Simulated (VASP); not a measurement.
Here is a VASP 6.6.1 calculation.

The input INCAR:

```
SYSTEM = Cr
PREC     = Accurate       ! precision mode
ENCUT    = 520            ! plane-wave cutoff, eV
EDIFF    = 1E-6           ! SCF threshold, eV
ISMEAR   = -1             ! smearing method
SIGMA    = 0.1            ! smearing width, eV
LREAL    = .False.        ! projectors in reciprocal space
LASPH    = .True.         ! aspherical terms in the spheres
NELM     = 80             ! most SCF steps
ALGO     = Normal         ! electronic algorithm
ISIF     = 2              ! what is computed and relaxed
LWAVE    = .False.        ! write WAVECAR
LCHARG   = .False.        ! write CHGCAR
GGA      = B5             ! functional
ALDAX    = 1.0          
AGGAX    = 1.0          
AGGAC    = 1.0          
ALDAC    = 0.0          
NBANDS   = 12             ! bands
```

Contents of KPOINTS:

```
regular mesh
0
Gamma
  22 22 22
  0 0 0
```

Contents of POSCAR:

```
Cr
1.0
    2.3675941668      0.0000000000      0.0000000000
    0.0000000000      2.3675941668      0.0000000000
    0.0000000000      0.0000000000      2.3675941668
Cr
1
Direct
    0.0000000000      0.0000000000      0.0000000000
```

Potentials or basis: VASP PAW PBE potentials, release 64 (Cr_pv).

Command:

```console
$ cat potpaw_PBE.64/Cr_pv/POTCAR > POTCAR
$ mpirun -np 1 vasp_std > vasp.out
```

**Question.** What does it give for the band gap on the k mesh?

**Answer.** Zero (band 6 reaches 10.69 eV, above the bottom of band 7 at 9.06 eV).

**Question.** What does it give for the pressure?

**Answer.** 0.3 GPa.

Caveat: the PAW data sets were made with another functional, which shifts forces and pressure a little; the run has no spin polarisation, though such a crystal can be magnetic. Spin polarisation is off, so any magnetic state and its effect on volume and gap are missing.
